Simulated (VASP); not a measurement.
# Pt in VASP: a series of runs

The runs below take Pt through single point, relaxation of cell and atoms, with PBE.

Everything below comes from runs of VASP 6.6.1. Logs are shortened: lines on timing, memory, paths and dates and some standing lists are left out, and cuts for length are marked.

### 1 The cell of the first run

The structure is trigonal, space group R-3m (No. 166). Conventional cell: a = 7.446 Å, b = 7.446 Å, c = 16.067 Å, α = 90.00°, β = 90.00°, γ = 120.00°. Pt (site symmetry m) has 6 Pt at 2.50 to 2.68 Å within 3.3 Å. Pt (site symmetry m) has 7 Pt at 2.53 to 3.11 Å within 3.3 Å.

### 2 Single point, PBE

The input, INCAR:

```
SYSTEM = Pt
  ALGO = Fast
  EDIFF = 1E-7
  ENCUT = 520
  GGA = PE
  ISIF = 2
  ISMEAR = 0
  LASPH = .True.
  LCHARG = .True.
  LELF = .True.
  LREAL = .False.
  LVHAR = .True.
  LWAVE = .False.
  NBANDS = 72
  NELM = 80
  PREC = Accurate
  SIGMA = 0.1
```

The input, KPOINTS:

```
k-points
0
Gamma
  6 6 6
  0 0 0
```

The input, POSCAR:

```
Pt
1.0
    3.7230807845      2.1495216931      5.3556304453
   -3.7230807845      2.1495216931      5.3556304453
    0.0000000000     -4.2990433862      5.3556304453
Pt
12
Direct
    0.0217456196      0.6611624124      0.0217456196
    0.0217456196      0.0217456196      0.6611624124
    0.6611624124      0.0217456196      0.0217456196
    0.9782543804      0.3388375876      0.9782543804
    0.3388375876      0.9782543804      0.9782543804
    0.9782543804      0.9782543804      0.3388375876
    0.2598180437      0.5999966961      0.2598180437
    0.2598180437      0.2598180437      0.5999966961
    0.5999966961      0.2598180437      0.2598180437
    0.7401819563      0.4000033039      0.7401819563
    0.4000033039      0.7401819563      0.7401819563
    0.7401819563      0.7401819563      0.4000033039
```

Potentials or basis: VASP PAW PBE potentials, release 64 (Pt).

Started as:

```sh
> cat potpaw_PBE.64/Pt/POTCAR > POTCAR
> mpirun -np 1 vasp_std > vasp.out
```

OUTCAR:

```text
SYSTEM = Pt
   EDIFF = 1E-7
   ENCUT = 520
   GGA = PE
   ISIF = 2
   ISMEAR = 0
   LASPH = .True.
   LREAL = .False.
   NELM = 80
   PREC = Accurate

 ion  position               nearest neighbor table
   1  0.022  0.661  0.022-   4 2.50   7 2.57  11 2.63  12 2.63   2 2.68   3 2.68
   2  0.022  0.022  0.661-   6 2.50   8 2.57  10 2.63  11 2.63   1 2.68   3 2.68
   3  0.661  0.022  0.022-   5 2.50   9 2.57  10 2.63  12 2.63   2 2.68   1 2.68
   4  0.978  0.339  0.978-   1 2.50  10 2.57   9 2.63   8 2.63   6 2.68   5 2.68
   5  0.339  0.978  0.978-   3 2.50  11 2.57   7 2.63   8 2.63   6 2.68   4 2.68
   6  0.978  0.978  0.339-   2 2.50  12 2.57   9 2.63   7 2.63   5 2.68   4 2.68
   7  0.260  0.600  0.260-   8 2.53   9 2.53   1 2.57   5 2.63   6 2.63  11 3.11  12 3.11
   8  0.260  0.260  0.600-   7 2.53   9 2.53   2 2.57   4 2.63   5 2.63  11 3.11  10 3.11
   9  0.600  0.260  0.260-   8 2.53   7 2.53   3 2.57   4 2.63   6 2.63  10 3.11  12 3.11
  10  0.740  0.400  0.740-  12 2.53  11 2.53   4 2.57   3 2.63   2 2.63   9 3.11   8 3.11
  11  0.400  0.740  0.740-  12 2.53  10 2.53   5 2.57   1 2.63   2 2.63   7 3.11   8 3.11
  12  0.740  0.740  0.400-  10 2.53  11 2.53   6 2.57   3 2.63   1 2.63   9 3.11   7 3.11

  LATTYP: Found a trigonal (rhomboedric) cell.
 ALAT       =     6.8676452663
 COS(alpha) =     0.4122140427

  Lattice vectors:

 A1 = (   3.7230807845,   2.1495216931,   5.3556304453)
 A2 = (  -3.7230807845,   2.1495216931,   5.3556304453)
 A3 = (   0.0000000000,  -4.2990433862,   5.3556304453)

Analysis of symmetry for initial positions (statically):
=====================================================================
 Subroutine PRICEL returns:
 Original cell was already a primitive cell.

 Routine SETGRP: Setting up the symmetry group for a
 trigonal (rhombohedral) supercell.

 Subroutine GETGRP returns: Found 12 space group operations
 (whereof 12 operations were pure point group operations)
 out of a pool of 12 trial point group operations.

The static configuration has the point symmetry D_3d.

Analysis of symmetry for dynamics (positions and initial velocities):
=====================================================================
 Subroutine PRICEL returns:
 Original cell was already a primitive cell.

 Routine SETGRP: Setting up the symmetry group for a
 trigonal (rhombohedral) supercell.

 Subroutine GETGRP returns: Found 12 space group operations
 (whereof 12 operations were pure point group operations)
 out of a pool of 12 trial point group operations.

The dynamic configuration has the point symmetry D_3d.

 Subroutine INISYM returns: Found 12 space group operations
[... 133 lines left out ...]
   EFERMI_NEDOS =   21; number of points for ismear=-14 and -15
   IALGO  =     68    algorithm
   IMIX   =      4    mixing-type and parameters
     AMIX     =   0.40;   BMIX     =  1.00
     AMIX_MAG =   1.60;   BMIX_MAG =  1.00
  volume/ion in A,a.u.               =      21.43       144.62
  Fermi-wavevector in a.u.,A,eV,Ry     =   1.269794  2.399562 21.937711  1.612376
  Thomas-Fermi vector in A             =   2.402816
   LORBIT       =      0    0 simple, 1 ext, 2 COOP (PROOUT), +10 PAW based schemes
   GGA     = PE    functional components
   LHFCALC =     F    Hartree Fock is set to
   AEXX    =    0.0000 exact exchange contribution
   IVDW    =     0    specifies the selected vdW correction
   LEPSILON=     F    determine dielectric tensor
   LRPA    =     F    only Hartree local field effects (RPA)
 non-spin polarized calculation
 RMM-DIIS sequential band-by-band and
 Gauss-broadening in eV      SIGMA  =   0.10
  energy-cutoff  :      520.00
  volume of cell :      257.16
 maximum number of plane-waves:      6943
 NGX is ok and might be reduce to    54

 number of electron     120.0000002 magnetization

 Free energy of the ion-electron system (eV)
  ---------------------------------------------------
  ext. energy  EPLUGINS =         0.00000000
  ---------------------------------------------------
  free energy    TOTEN  =       -65.30042609 eV

  energy without entropy =      -65.24866779  energy(sigma->0) =      -65.27454694

 E-fermi :   6.1592     XC(G=0): -11.0585

 val. band max:        6.1574255742   @ k =   0.0000   0.0000   0.0000
 cond. band min:       6.1637864773   @ k =   0.5000  -0.0000   0.0000
 fundamental gap:      0.0063609031
 Fermi energy:         6.1591709382

 k-point     1 :       0.0000    0.0000    0.0000
  band No.  band energies     occupation
      1      -2.0262      2.00000
      2      -0.2145      2.00000
      3       0.3026      2.00000
      4       0.3026      2.00000
      5       0.3653      2.00000
      6       0.6937      2.00000
[... 1789 lines left out ...]
     71       9.9326      0.00000
     72      10.2711      0.00000

 [... further k-points ...]

------------------------ aborting loop because EDIFF is reached ----------------------------------------

  FORCE on cell =-STRESS in cart. coord.  units (eV):
  Direction    XX          YY          ZZ          XY          YZ          ZX
  --------------------------------------------------------------------------------------
  -------------------------------------------------------------------------------------
  Total       -0.6913098     -0.6913098     -0.5533001      0.0000000     -0.0000000      0.0000000
  in kB       -4.3070229     -4.3070229     -3.4471898      0.0000000     -0.0000000      0.0000000
  external PRESSURE =      -4.0204118 kB  Pullay stress =       0.0000000 kB

 VOLUME and BASIS-vectors are now :
 -----------------------------------------------------------------------------
  energy-cutoff  :      520.00
  volume of cell :      257.16
      direct lattice vectors                 reciprocal lattice vectors
     3.723080785  2.149521693  5.355630445     0.134297381  0.077536629  0.062239794
    -3.723080785  2.149521693  5.355630445    -0.134297381  0.077536629  0.062239794
     0.000000000 -4.299043386  5.355630445     0.000000000 -0.155073259  0.062239794

 POSITION                                       TOTAL-FORCE (eV/Angst)
 -----------------------------------------------------------------------------------
     -2.38060      1.37444      3.77386        -0.010024      0.005787      0.011256
      0.00000     -2.74888      3.77386        -0.000000     -0.011575      0.011256
      2.38060      1.37444      3.77386         0.010024      0.005787      0.011256
      2.38060     -1.37444     12.29303         0.010024     -0.005787     -0.011256
     -2.38060     -1.37444     12.29303        -0.010024     -0.005787     -0.011256
      0.00000      2.74888     12.29303        -0.000000      0.011575     -0.011256
     -1.26651      0.73122      5.99634         0.000140     -0.000081     -0.003252
      0.00000     -1.46244      5.99634        -0.000000      0.000161     -0.003252
      1.26651      0.73122      5.99634        -0.000140     -0.000081     -0.003252
      1.26651     -0.73122     10.07055        -0.000140      0.000081      0.003252
     -1.26651     -0.73122     10.07055         0.000140      0.000081      0.003252
      0.00000      1.46244     10.07055        -0.000000     -0.000161      0.003252
 -----------------------------------------------------------------------------------
    total drift:                                0.000000      0.000000     -0.000000

  FREE ENERGIE OF THE ION-ELECTRON SYSTEM (eV)
  ---------------------------------------------------
  free  energy   TOTEN  =       -65.3004260910 eV

  energy  without entropy=      -65.2486677943  energy(sigma->0) =      -65.27454694
```

OSZICAR:

```text
N       E                     dE             d eps       ncg     rms          rms(c)
DAV:   1     0.748043807106E+03    0.74804E+03   -0.59362E+04  4608   0.156E+03
DAV:   2    -0.299198113347E+02   -0.77796E+03   -0.73845E+03  5072   0.322E+02
DAV:   3    -0.687980570916E+02   -0.38878E+02   -0.35839E+02  5944   0.600E+01
[... 10 lines left out ...]
RMM:  14    -0.653004229816E+02   -0.91257E-05   -0.12332E-04  5410   0.309E-02    0.102E-02
RMM:  15    -0.653004258595E+02   -0.28779E-05   -0.28650E-05  5899   0.123E-02    0.672E-03
RMM:  16    -0.653004256495E+02    0.20993E-06   -0.28440E-06  5387   0.446E-03    0.431E-03
RMM:  17    -0.653004258949E+02   -0.24537E-06   -0.79123E-07  4083   0.296E-03    0.106E-03
RMM:  18    -0.653004260693E+02   -0.17440E-06   -0.20142E-07  2898   0.120E-03    0.325E-04
RMM:  19    -0.653004260910E+02   -0.21741E-07   -0.45168E-08  2359   0.593E-04
   1 F= -.65300426E+02 E0= -.65274547E+02  d E =-.517583E-01
```

stdout:

```text
POSCAR found type information on POSCAR Pt
 POSCAR found :  1 types and      12 ions
 scaLAPACK will be used
 LDA part: xc-table for (Slater+PW92), standard interpolation
 POSCAR, INCAR and KPOINTS ok, starting setup
 FFT: planning ... GRIDC
 FFT: planning ... GRID_SOFT
 FFT: planning ... GRID
 WAVECAR not read
 entering main loop
```

It took 14 min on 1 thread of AMD EPYC 7R13 (Zen 3), shared host; peak memory 0.59 GiB.

Results:

- Free energy: -65.3004 eV
- Pressure: -0.4 GPa
- Largest force: 0.016 eV/Å
- Band gap on the k mesh: zero (bands 60 and 61 overlap by 0.08 eV)

Forces on the atoms (eV/Å):
```
Pt  -0.010  0.006  0.011
Pt   0.000 -0.012  0.011
Pt   0.010  0.006  0.011
Pt   0.010 -0.006 -0.011
Pt  -0.010 -0.006 -0.011
Pt   0.000  0.012 -0.011
Pt   0.000  0.000 -0.003
Pt   0.000  0.000 -0.003
Pt   0.000  0.000 -0.003
Pt   0.000  0.000  0.003
Pt   0.000  0.000  0.003
Pt   0.000  0.000  0.003
```

Caveat: spin-orbit coupling is left out, which moves the levels of the heavy elements.

### 3 Single point, PBE

This run uses another cell than the first one: it holds 3 atoms, not 12.

The input, INCAR:

```
SYSTEM = Pt
PREC = Accurate
ENCUT = 520
EDIFF = 1E-7
ISMEAR = 0
SIGMA = 0.1
LREAL = .False.
LASPH = .True.
NELM = 60
ALGO = Fast
ISIF = 2
LWAVE = .False.
LCHARG = .True.
GGA = PE
LELF = .True.
LVHAR = .True.
NBANDS = 22
```

The input, KPOINTS:

```
regular mesh
0
Gamma
  6 6 4
  0 0 0
```

The input, POSCAR:

```
Pt
1.0
    3.8804701054      0.0000000000      0.0000000000
   -1.9402350527      3.3605856899      0.0000000000
    0.0000000000      0.0000000000      4.1280836696
Pt
3
Direct
    0.3333052111      0.0000000000      0.3333333333
    0.0000000000      0.3333052111      0.6666666667
    0.6666947889      0.6666947889      0.0000000000
```

Potentials or basis: VASP PAW PBE potentials, release 64 (Pt).

Started as:

```sh
> cat potpaw_PBE.64/Pt/POTCAR > POTCAR
> mpirun -np 1 vasp_std > vasp.out
```

Wall time 15 s (1 thread of Intel Xeon 6975P-C (Granite Rapids), shared host); peak memory 0.17 GiB.

The run converged. Its results:

```
Free energy            : -16.9728 eV
Pressure               : -0.4 GPa
Band gap on the k mesh : zero (bands 15 and 16 overlap by 1.02 eV)
```

Levels at points of the mesh, in eV from the Fermi level:
| k point | band 13 | band 14 | band 15 | band 16 | band 17 | band 18 |
| --- | --- | --- | --- | --- | --- | --- |
| (0.00, 0.00, 0.00) | -0.94 | 0.08 | 0.27 | 0.27 | 4.01 | 4.01 |
| (0.50, 0.00, 0.00) | -0.74 | -0.74 | -0.41 | -0.41 | 1.87 | 3.51 |
| (0.00, 0.00, 0.50) | -0.64 | -0.63 | -0.63 | 1.97 | 1.97 | 9.00 |
| (0.50, 0.00, 0.50) | -1.08 | -1.08 | -0.46 | 0.41 | 0.98 | 0.98 |

Caveat: the k points lie up to 0.38 Å⁻¹ apart, too coarse for converged energies and pressures of a metal; spin-orbit coupling is left out, which moves the levels of the heavy elements.

### 4 Relaxation of cell and atoms, PBE

This run uses another cell than the first one: it holds 1 atom, not 12.

The input, INCAR:

```
ALGO = Fast
EDIFF = 1E-6
EDIFFG = -0.01
ENCUT = 600
GGA = PE
IBRION = 2
ISIF = 3
ISMEAR = 0
LASPH = True
LCHARG = False
LREAL = False
LWAVE = False
NELM = 60
NSW = 100
PREC = Accurate
SIGMA = 0.1
```

The input, KPOINTS:

```
k-points
0
Gamma
  21 21 21
```

The input, POSCAR:

```
Pt
1.0
    1.9402350527      1.1201952300      1.3760278899
   -1.9402350527      1.1201952300      1.3760278899
    0.0000000000     -2.2403904600      1.3760278899
Pt
1
Direct
    0.5000000000      0.5000000000      0.5000000000
```

Started as:

```sh
> cat potpaw_PBE.64/Pt/POTCAR > POTCAR
> mpirun -np 1 vasp_std > vasp.out
```

Run time: 5.4 min. Hardware: 1 thread of Intel Xeon 6975P-C (Granite Rapids), shared host; peak memory 0.35 GiB.

The run converged. Its results:

- Free energy: -5.6499 eV
- Relaxed volume: 18.03 Å³/atom
- Relaxed cell: a = 2.622 Å, b = 2.622 Å, c = 2.622 Å, α = 90.25°, β = 90.25°, γ = 90.25°
- Space group after relaxing (to 0.1 Å): Pm-3m (No. 221)
- Energy gained by relaxing: 11.3 meV/atom
- Ionic steps: 16
- Pressure after relaxing: 0.0 GPa
- Band gap on the k mesh: zero (bands 5 and 6 overlap by 3.03 eV)

Stress tensor (GPa, compression positive):
```
-0.04  0.00  0.00
 0.00 -0.04  0.00
 0.00  0.00  0.04
```

The path:
```csv
step,energy change (eV),largest force (eV/Å),pressure (GPa),volume (Å³)
1,0.0000,0.0000,-0.31,17.94
2,-0.0009,0.0000,0.80,17.85
3,-0.0011,0.0000,1.77,17.78
4,-0.0014,0.0000,1.81,17.78
5,-0.0021,0.0000,1.87,17.78
6,-0.0035,0.0000,1.93,17.78
7,-0.0057,0.0000,2.18,17.79
8,-0.0087,0.0000,2.57,17.78
9,-0.0056,0.0000,3.46,17.70
10,-0.0087,0.0000,3.01,17.75
11,-0.0106,0.0000,-0.54,18.07
12,-0.0108,0.0000,0.40,17.99
13,-0.0108,0.0000,0.35,17.99
14,-0.0109,0.0000,0.34,18.00
15,-0.0112,0.0000,0.20,18.01
16,-0.0113,0.0000,-0.01,18.03
```

Final structure:
```
CELL_PARAMETERS angstrom
1.85818 1.07282 1.50725
-1.85818 1.07282 1.50725
0.00000 -2.14564 1.50725
ATOMIC_POSITIONS crystal
Pt 0.50000 0.50000 0.50000
```

Levels at points of the mesh, in eV from the Fermi level:
```tsv
k point	band 2	band 3	band 4	band 5	band 6	band 7	band 8	band 9
(0.00, 0.00, 0.00)	-5.63	-5.63	0.29	0.29	0.29	15.17	15.17	15.23
```

Caveat: spin-orbit coupling is left out, which moves the levels of the heavy elements.

### 5 The runs side by side

| task | cell | k mesh | cutoff (eV) | gap on the mesh (eV) | pressure (GPa) |
| --- | --- | --- | --- | --- | --- |
| single point | a = 6.868 Å, angles 65.7°, 12 atoms, atomic positions A | 6 × 6 × 6 | 520 | none | -0.4 |
| single point | a = 3.880, b = 3.880, c = 4.128 Å, angles 90.0, 90.0, 120.0°, 3 atoms, atomic positions B | 6 × 6 × 4 | 520 | none | -0.4 |
| relaxation of cell and atoms | relaxed from a = 2.629 Å, angles 95.1°, 1 atom, atomic positions C | 21 × 21 × 21 | 600 | none | 0.0 |

Alike in all rows: level PBE; potentials or basis VASP PAW PBE potentials, release 64 (Pt); no spin polarisation; smearing gaussian 0.1 eV.

Caveats: some runs use coarse meshes; spin-orbit coupling is left out, which moves the levels of the heavy elements.

Absolute energies hang on the potentials; compare differences alone.
